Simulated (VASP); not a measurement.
# Al2Cu (I4/mcm) in VASP: notebook

The runs below take Al2Cu through single point, with PBE.

Everything below comes from runs of VASP 6.6.1. Logs are shortened: lines on timing, memory, paths and dates and some standing lists are left out, and cuts for length are marked.

## 1. The cell of the first run

The structure is tetragonal, space group I4/mcm (No. 140). Conventional cell: a = 5.962 Å, b = 5.962 Å, c = 4.883 Å, α = 90.00°, β = 90.00°, γ = 90.00°. Within 3.4 Å of Al (site symmetry m2m) lie 4 Cu at 2.55 Å and 11 Al at 2.68 to 3.17 Å. Cu (site symmetry 422) has 2 Cu at 2.44 Å and 8 Al at 2.55 Å within 3.2 Å.

## 2. Single point, PBE (strain -0.015 along x and y, +0.000 along z)

INCAR

```
PREC = Accurate ; ENCUT = 520
EDIFF = 1E-7 ; ISMEAR = 0
SIGMA = 0.15 ; LREAL = F
LASPH = T ; NELM = 60
ALGO = Fast ; ISIF = 2
LWAVE = F ; LCHARG = T
GGA = PE ; LELF = T
LVHAR = T ; NBANDS = 26
```

KPOINTS

```
regular mesh
0
Gamma
  12 12 12
```

POSCAR

```
Al2Cu
1.0
   -2.9807960485      2.9807960485      2.4416174502
    2.9807960485     -2.9807960485      2.4416174502
    2.9807960485      2.9807960485     -2.4416174502
Al Cu
4 2
Direct
    0.1587211842      0.6587211842      0.8174423684
    0.6587211842      0.8412788158      0.5000000000
    0.8412788158      0.3412788158      0.1825576316
    0.3412788158      0.1587211842      0.5000000000
    0.7500000000      0.7500000000      0.0000000000
    0.2500000000      0.2500000000      0.0000000000
```

Potentials or basis: VASP PAW PBE potentials, release 64 (Al, Cu).

Command:

```
cat potpaw_PBE.64/Al/POTCAR potpaw_PBE.64/Cu/POTCAR > POTCAR
mpirun -np 1 vasp_std > vasp.out
```

OUTCAR:

```text
PREC = Accurate
   ENCUT = 520
   EDIFF = 1E-7
   ISMEAR = 0
   LREAL = F
   LASPH = T
   NELM = 60
   ISIF = 2
   GGA = PE

 ion  position               nearest neighbor table
   1  0.159  0.659  0.817-   5 2.55   6 2.55   5 2.55   6 2.55   3 2.68   3 2.89   3 2.89   2 3.09
                             4 3.09   4 3.09   2 3.09   2 3.17   4 3.17   4 3.17   2 3.17
   2  0.659  0.841  0.500-   6 2.55   5 2.55   5 2.55   6 2.55   4 2.68   4 2.89   4 2.89   1 3.09
                             3 3.09   1 3.09   3 3.09   1 3.17   3 3.17   3 3.17   1 3.17
   3  0.841  0.341  0.183-   5 2.55   6 2.55   5 2.55   6 2.55   1 2.68   1 2.89   1 2.89   4 3.09
                             2 3.09   2 3.09   4 3.09   4 3.17   2 3.17   4 3.17   2 3.17
   4  0.341  0.159  0.500-   5 2.55   6 2.55   6 2.55   5 2.55   2 2.68   2 2.89   2 2.89   1 3.09
                             3 3.09   1 3.09   3 3.09   1 3.17   3 3.17   1 3.17   3 3.17
   5  0.750  0.750  0.000-   6 2.44   6 2.44   1 2.55   3 2.55   1 2.55   3 2.55   2 2.55   4 2.55
                             4 2.55   2 2.55
   6  0.250  0.250  0.000-   5 2.44   5 2.44   1 2.55   3 2.55   1 2.55   3 2.55   4 2.55   4 2.55
                             2 2.55   2 2.55

  LATTYP: Found a body centered tetragonal cell.
 ALAT       =     5.9615920970
 C/A-ratio  =     0.8191159041

  Lattice vectors:

 A1 = (  -2.9807960485,   2.9807960485,   2.4416174502)
 A2 = (   2.9807960485,  -2.9807960485,   2.4416174502)
 A3 = (   2.9807960485,   2.9807960485,  -2.4416174502)

Analysis of symmetry for initial positions (statically):
=====================================================================
 Subroutine PRICEL returns:
 Original cell was already a primitive cell.

 Routine SETGRP: Setting up the symmetry group for a
 body centered tetragonal supercell.

 Subroutine GETGRP returns: Found 16 space group operations
 (whereof  8 operations were pure point group operations)
 out of a pool of 16 trial point group operations.

The static configuration has the point symmetry C_4h.
 The point group associated with its full space group is D_4h.

Analysis of symmetry for dynamics (positions and initial velocities):
=====================================================================
 Subroutine PRICEL returns:
 Original cell was already a primitive cell.

 Routine SETGRP: Setting up the symmetry group for a
 body centered tetragonal supercell.

 Subroutine GETGRP returns: Found 16 space group operations
 (whereof  8 operations were pure point group operations)
 out of a pool of 16 trial point group operations.

The dynamic configuration has the point symmetry C_4h.
 The point group associated with its full space group is D_4h.

 Subroutine INISYM returns: Found 16 space group operations
 (whereof  8 operations are pure point group operations),
 and found     1 'primitive' translations

----------------------------------------------------------------------------------------

                                     Primitive cell

  volume of cell :      86.7765

  direct lattice vectors                    reciprocal lattice vectors
    -2.980796048  2.980796048  2.441617450     0.000000000  0.167740426  0.204782285
     2.980796048 -2.980796048  2.441617450     0.167740426  0.000000000  0.204782285
     2.980796048  2.980796048 -2.441617450     0.167740426  0.167740426  0.000000000

  length of vectors
     4.871528091  4.871528091  4.871528091     0.264712362  0.264712362  0.237220786

  position of ions in fractional coordinates (direct lattice)
     0.158721184  0.658721184  0.817442368
     0.658721184  0.841278816  0.500000000
     0.841278816  0.341278816  0.182557632
     0.341278816  0.158721184  0.500000000
     0.750000000  0.750000000  0.000000000
     0.250000000  0.250000000  0.000000000

  ion indices of the primitive-cell ions
   primitive index   ion index
                 1           1
                 2           2
                 3           3
                 4           4
                 5           5
                 6           6

----------------------------------------------------------------------------------------

 KPOINTS: regular mesh

Automatic generation of k-mesh.
 Grid dimensions read from file:
 generate k-points for:   12   12   12

 Generating k-lattice:

  Cartesian coordinates                     Fractional coordinates (reciprocal lattice)
     0.000000000  0.013978369  0.017065190     0.083333333  0.000000000  0.000000000
     0.013978369  0.000000000  0.017065190     0.000000000  0.083333333  0.000000000
     0.013978369  0.013978369  0.000000000     0.000000000  0.000000000  0.083333333

  Length of vectors
     0.022059364  0.022059364  0.019768399

  Shift w.r.t. Gamma in fractional coordinates (k-lattice)
     0.000000000  0.000000000  0.000000000

 Subroutine IBZKPT returns following result:
 ===========================================

 Found    163 irreducible k-points:

 Following reciprocal coordinates:
            Coordinates               Weight
  0.000000  0.000000  0.000000      1.000000
  0.083333  0.000000  0.000000      8.000000
  0.166667  0.000000 -0.000000      8.000000
  0.250000  0.000000 -0.000000      8.000000
  0.333333 -0.000000  0.000000      8.000000
  0.416667 -0.000000  0.000000      8.000000
[... 16 lines left out ...]
  0.500000  0.166667  0.000000     16.000000
 -0.416667  0.166667 -0.000000     16.000000
 [... further k-points ...]
   k-points           NKPTS =    163   k-points in BZ     NKDIM =    163   number of bands    NBANDS=     26
   number of dos      NEDOS =    301   number of ions     NIONS =      6
   total plane-waves  NPLWV =  46656
   dimension x,y,z NGX =    36 NGY =   36 NGZ =   36
   dimension x,y,z NGXF=    72 NGYF=   72 NGZF=   72
   ions per type =               4   2
   NGX,Y,Z   is equivalent  to a cutoff of  12.29, 12.29, 12.29 a.u.
   NGXF,Y,Z  is equivalent  to a cutoff of  24.57, 24.57, 24.57 a.u.
 SYSTEM =  unknown system
   PREC   = accura    normal or accurate (medium, high low for compatibility)
   ISTART =      0    job   : 0-new  1-cont  2-samecut
   ICHARG =      2    charge: 1-file 2-atom 10-const
   ISPIN  =      1    spin polarized calculation?
   LNONCOLLINEAR =      F non collinear calculations
   LSORBIT =      F    spin-orbit coupling
   LASPH  =      T    aspherical Exc in radial PAW
   ENCUT  =  520.0 eV  38.22 Ry    6.18 a.u.   9.06  9.06  9.06*2*pi/ulx,y,z
   NELM   =     60;   NELMIN=  2; NELMDL= -5     # of ELM steps
   EDIFF  = 0.1E-06   stopping-criterion for ELM
   LREAL  =      F    real-space projection
   EDIFFG = 0.1E-05   stopping-criterion for IOM
   NSW    =      0    number of steps for IOM
   IBRION =     -1    ionic relax: 0-MD 1-quasi-New 2-CG
   NFREE  =      0    steps in history (QN), initial steepest desc. (CG)
   ISIF   =      2    stress and relaxation
   ISYM   =      2    0-nonsym 1-usesym 2-fastsym
   POTIM  = 0.5000    time-step for ionic-motion
   TEBEG  =    0.0;   TEEND  =   0.0 temperature during run
   PSTRESS=    0.0 pullay stress
   NELECT =      34.0000    total number of electrons
   NUPDOWN=      -1.0000    fix difference up-down
   EMIN   =  10.00;   EMAX   =-10.00  energy-range for DOS
   EFERMI =   0.00;   METHOD = LEGACY
   ISMEAR =     0;   SIGMA  =   0.15  broadening in eV -4-tet -1-fermi 0-gaus
   EFERMI_NEDOS =   21; number of points for ismear=-14 and -15
   IALGO  =     68    algorithm
   IMIX   =      4    mixing-type and parameters
     AMIX     =   0.40;   BMIX     =  1.00
     AMIX_MAG =   1.60;   BMIX_MAG =  1.00
  volume/ion in A,a.u.               =      14.46        97.60
  Fermi-wavevector in a.u.,A,eV,Ry     =   1.197936  2.263772 19.525062  1.435052
  Thomas-Fermi vector in A             =   2.333838
   LORBIT       =      0    0 simple, 1 ext, 2 COOP (PROOUT), +10 PAW based schemes
   GGA     = PE    functional components
   LHFCALC =     F    Hartree Fock is set to
   AEXX    =    0.0000 exact exchange contribution
   IVDW    =     0    specifies the selected vdW correction
   LEPSILON=     F    determine dielectric tensor
   LRPA    =     F    only Hartree local field effects (RPA)
 non-spin polarized calculation
 RMM-DIIS sequential band-by-band and
 Gauss-broadening in eV      SIGMA  =   0.15
  energy-cutoff  :      520.00
  volume of cell :       86.78
 maximum number of plane-waves:      2360
   NGX = 19   NGY = 19   NGZ = 19

 number of electron      34.0000006 magnetization

 Free energy of the ion-electron system (eV)
  ---------------------------------------------------
  ext. energy  EPLUGINS =         0.00000000
  ---------------------------------------------------
  free energy    TOTEN  =       -23.35052596 eV

  energy without entropy =      -23.32775566  energy(sigma->0) =      -23.33914081

 E-fermi :   8.2898     XC(G=0): -10.9832

 val. band max:        8.2817981886   @ k =  -0.2500   0.5000   0.0833
 cond. band min:       8.2926768644   @ k =   0.2500   0.1667   0.0000
 fundamental gap:      0.0108786758
 Fermi energy:         8.2898215876

 k-point     1 :       0.0000    0.0000    0.0000
  band No.  band energies     occupation
      1      -2.6533      2.00000
      2       2.8863      2.00000
      3       3.0500      2.00000
      4       3.0500      2.00000
      5       3.1294      2.00000
      6       4.0065      2.00000
[... 18 lines left out ...]
     25      13.8498      0.00000
     26      14.4267      0.00000

 k-point     2 :       0.0833    0.0000    0.0000
  band No.  band energies     occupation
      1      -2.5798      2.00000
      2       2.8799      2.00000
      3       3.0335      2.00000
      4       3.0467      2.00000
      5       3.1448      2.00000
      6       3.9951      2.00000
[... 18 lines left out ...]
     25      13.9310      0.00000
     26      14.6760      0.00000

 k-point     3 :       0.1667    0.0000   -0.0000
  band No.  band energies     occupation
      1      -2.3602      2.00000
      2       2.8642      2.00000
      3       2.9295      2.00000
      4       3.0360      2.00000
      5       3.1871      2.00000
      6       3.9468      2.00000
[... 18 lines left out ...]
     25      14.1734      0.00000
     26      14.8047      0.00000

 k-point     4 :       0.2500    0.0000   -0.0000
  band No.  band energies     occupation
      1      -1.9960      2.00000
      2       2.5176      2.00000
      3       2.8488      2.00000
      4       3.0159      2.00000
      5       3.2427      2.00000
      6       3.8183      2.00000
[... 18 lines left out ...]
     25      14.5860      0.00000
     26      14.9315      0.00000

 k-point     5 :       0.3333   -0.0000    0.0000
  band No.  band energies     occupation
      1      -1.4907      2.00000
      2       1.7089      2.00000
      3       2.8453      2.00000
      4       2.9843      2.00000
      5       3.2916      2.00000
      6       3.7517      2.00000
[... 18 lines left out ...]
     25      15.0197      0.00000
     26      15.5150      0.00000

 k-point     6 :       0.4167   -0.0000    0.0000
  band No.  band energies     occupation
      1      -0.8499      2.00000
      2       0.7871      2.00000
      3       2.8615      2.00000
      4       2.9421      2.00000
      5       3.3374      2.00000
      6       3.5574      2.00000
[... 427 lines left out ...]
 k-point    21 :       0.3333    0.1667    0.0000
  band No.  band energies     occupation
      1      -0.5278      2.00000
      2       0.7761      2.00000
      3       1.9499      2.00000
      4       2.8265      2.00000
      5       3.5263      2.00000
      6       3.8145      2.00000
[... 18 lines left out ...]
     25      14.6570      0.00000
     26      14.9827      0.00000

 k-point    22 :       0.4167    0.1667    0.0000
  band No.  band energies     occupation
      1      -0.0687      2.00000
      2       0.2559      2.00000
      3       1.7834      2.00000
      4       2.8708      2.00000
      5       3.4407      2.00000
      6       3.7447      2.00000
[... 18 lines left out ...]
     25      14.4532      0.00000
     26      14.9740      0.00000

 k-point    23 :       0.5000    0.1667    0.0000
  band No.  band energies     occupation
      1      -0.8069      2.00000
      2       1.1332      2.00000
      3       1.7241      2.00000
      4       2.9494      2.00000
      5       3.3497      2.00000
      6       3.6658      2.00000
[... 18 lines left out ...]
     25      14.7249      0.00000
     26      14.9361      0.00000

 k-point    24 :      -0.4167    0.1667   -0.0000
  band No.  band energies     occupation
      1      -1.4187      2.00000
      2       1.7746      2.00000
      3       2.0271      2.00000
      4       3.0402      2.00000
      5       3.2622      2.00000
      6       3.6532      2.00000
[... 18 lines left out ...]
     25      14.3228      0.00000
     26      15.5779      0.00000

 [... further k-points ...]

------------------------ aborting loop because EDIFF is reached ----------------------------------------

  FORCE on cell =-STRESS in cart. coord.  units (eV):
  Direction    XX          YY          ZZ          XY          YZ          ZX
  --------------------------------------------------------------------------------------
  -------------------------------------------------------------------------------------
  Total        2.5772598      2.5772598      1.3511291      0.0000000      0.0000000      0.0000000
  in kB       47.5846248     47.5846248     24.9462521      0.0000000      0.0000000      0.0000000
  external PRESSURE =      40.0385006 kB  Pullay stress =       0.0000000 kB

 VOLUME and BASIS-vectors are now :
 -----------------------------------------------------------------------------
  energy-cutoff  :      520.00
  volume of cell :       86.78
      direct lattice vectors                 reciprocal lattice vectors
    -2.980796048  2.980796048  2.441617450     0.000000000  0.167740426  0.204782285
     2.980796048 -2.980796048  2.441617450     0.167740426  0.000000000  0.204782285
     2.980796048  2.980796048 -2.441617450     0.167740426  0.167740426  0.000000000

 POSITION                                       TOTAL-FORCE (eV/Angst)
 -----------------------------------------------------------------------------------
      3.92703      0.94623     -0.00000         0.004211      0.004211      0.000000
      2.03457      0.94623      2.44162        -0.004211      0.004211      0.000000
     -0.94623      2.03457      2.44162        -0.004211     -0.004211     -0.000000
      0.94623      2.03457      0.00000         0.004211     -0.004211      0.000000
      0.00000      0.00000      3.66243        -0.000000     -0.000000     -0.000000
      0.00000      0.00000      1.22081         0.000000     -0.000000     -0.000000
 -----------------------------------------------------------------------------------
    total drift:                                0.000000     -0.000000      0.000000

  FREE ENERGIE OF THE ION-ELECTRON SYSTEM (eV)
  ---------------------------------------------------
  free  energy   TOTEN  =       -23.3505259642 eV

  energy  without entropy=      -23.3277556620  energy(sigma->0) =      -23.33914081
```

Run time: 13 min. Hardware: 1 thread of Intel Xeon 8259CL, shared host; peak memory 0.43 GiB.

What came out:

```yaml
Free_energy: -23.3505 eV
Pressure: 4.0 GPa
Largest_force: 0.006 eV/Å
Band_gap_on_the_k_mesh: zero (bands 17 and 18 overlap by 4.31 eV)
```

Forces in eV/Å, atoms in the order of the input:
```
Al   0.004  0.004  0.000
Al  -0.004  0.004  0.000
Al  -0.004 -0.004  0.000
Al   0.004 -0.004  0.000
Cu   0.000  0.000  0.000
Cu   0.000  0.000  0.000
```

Levels at points of the mesh, in eV from the Fermi level:
```csv
k point,band 14,band 15,band 16,band 17,band 18,band 19,band 20,band 21
"(0.00, 0.00, 0.00)",-1.89,-1.49,-1.28,-1.28,-0.88,-0.27,0.04,1.43
"(0.50, 0.00, 0.00)",-3.12,-2.63,-2.63,0.30,0.30,4.14,4.14,4.37
"(0.50, 0.50, 0.00)",-2.93,-1.38,-1.31,-0.92,-0.76,0.93,1.43,4.72
"(0.50, 0.50, 0.50)",-3.33,-3.33,-1.91,2.54,2.97,2.97,3.43,4.10
```

Caveat: the cell differs from its parent crystal (strain -0.015 along x and y, +0.000 along z); the cell stands under pressure.

## 3. Single point, PBE (strain +0.000 along x and y, -0.015 along z)

INCAR

```
SYSTEM = Al2Cu
  PREC = Accurate
  ENCUT = 520
  EDIFF = 1E-6
  ISMEAR = 0
  SIGMA = 0.15
  LREAL = .FALSE.
  LASPH = .TRUE.
  NELM = 100
  ALGO = Fast
  ISIF = 2
  LWAVE = .FALSE.
  LCHARG = .FALSE.
  GGA = PE
  NBANDS = 26
```

KPOINTS

```
regular mesh
0
G
  12 12 12
  0 0 0
```

Edit POSCAR of step 2 so:

```diff
@@ -2,5 +2,5 @@
 1.0
-   -2.9807960485      2.9807960485      2.4416174502
-    2.9807960485     -2.9807960485      2.4416174502
-    2.9807960485      2.9807960485     -2.4416174502
+   -3.0261888817      3.0261888817      2.4049931884
+    3.0261888817     -3.0261888817      2.4049931884
+    3.0261888817      3.0261888817     -2.4049931884
 Al Cu
```

Potentials or basis: VASP PAW PBE potentials, release 64 (Al, Cu).

Command:

```
cat potpaw_PBE.64/Al/POTCAR potpaw_PBE.64/Cu/POTCAR > POTCAR
mpirun -np 1 vasp_std > vasp.out
```

Run time: 17 min. Hardware: 1 thread of Intel Xeon 8259CL, shared host; peak memory 0.46 GiB.

It converged, with:

| Property | Result |
| --- | --- |
| Free energy | -23.3760 eV |
| Pressure | 1.5 GPa |
| Largest force | 0.069 eV/Å |
| Band gap on the k mesh | zero (bands 17 and 18 overlap by 4.41 eV) |

Forces on the atoms (eV/Å):
```
Al  -0.049 -0.049  0.000
Al   0.049 -0.049  0.000
Al   0.049  0.049  0.000
Al  -0.049  0.049  0.000
Cu   0.000  0.000  0.000
Cu   0.000  0.000  0.000
```

Stress tensor (GPa, compression positive):
```
1.00 0.00 0.00
0.00 1.00 0.00
0.00 0.00 2.62
```

Levels at points of the mesh, in eV from the Fermi level:
```
           k point  band 15  band 16  band 17  band 18  band 19  band 20
(0.00, 0.00, 0.00)    -1.28    -1.18    -1.18    -0.86    -0.27     0.06
(0.50, 0.00, 0.00)    -2.62    -2.62     0.19     0.19     3.99     3.99
(0.50, 0.50, 0.00)    -1.53    -1.35    -0.92    -0.60     0.71     1.18
(0.50, 0.50, 0.50)    -3.21    -1.78     2.65     2.98     2.98     3.31
```

Caveat: the cell differs from its parent crystal (strain +0.000 along x and y, -0.015 along z).

[end of part 1 of 2]
